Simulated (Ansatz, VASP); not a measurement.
**Two plane-wave programs on GePt**

```
Ge Pt
1.0
     5.70507    0.00000    0.00000
     0.00000    3.67552    0.00000
     0.00000    0.00000    6.04721
Ge Pt
4 4
Direct
  0.18538 0.25000 0.58808
  0.31462 0.75000 0.08808
  0.68538 0.25000 0.91192
  0.81462 0.75000 0.41192
  0.00094 0.25000 0.19139
  0.49906 0.75000 0.69139
  0.50094 0.25000 0.30861
  0.99906 0.75000 0.80861
```

Alike in both runs: functional LDA; k mesh 6 × 10 × 6; occupations gaussian, width 0.1 eV; no spin polarisation.

Ansatz relaxed the structure, and its values are those at the end. VASP's run is a single point on that final structure, the one shown.

|  | VASP | Ansatz |
| --- | --- | --- |
| version | VASP 6.6.1 | Ansatz 0.2.0 |
| potentials or method | VASP PAW LDA potentials, release 64 (Ge_d, Pt), cutoff 520 eV | scalar-relativistic, plane waves, PAW |
| valence electrons in the cell | 96 | 128 |

```csv
,VASP,Ansatz,Ansatz less VASP
gap on the k mesh at the Fermi level (eV),none,none,-
pressure (GPa),0.7,0.0,-0.69
rms of the force components (eV/Å),0.011,0.000,-0.0110
```

LDA's correlation is that of Perdew and Zunger in VASP and of Perdew and Wang (1992) in Ansatz. A gap of «none» marks a metal or a gap that the smearing closes. VASP's potentials hold 96 valence electrons a cell and Ansatz's 128, so a difference there can come from the potentials and not from the codes.

Spin-orbit coupling is off throughout.
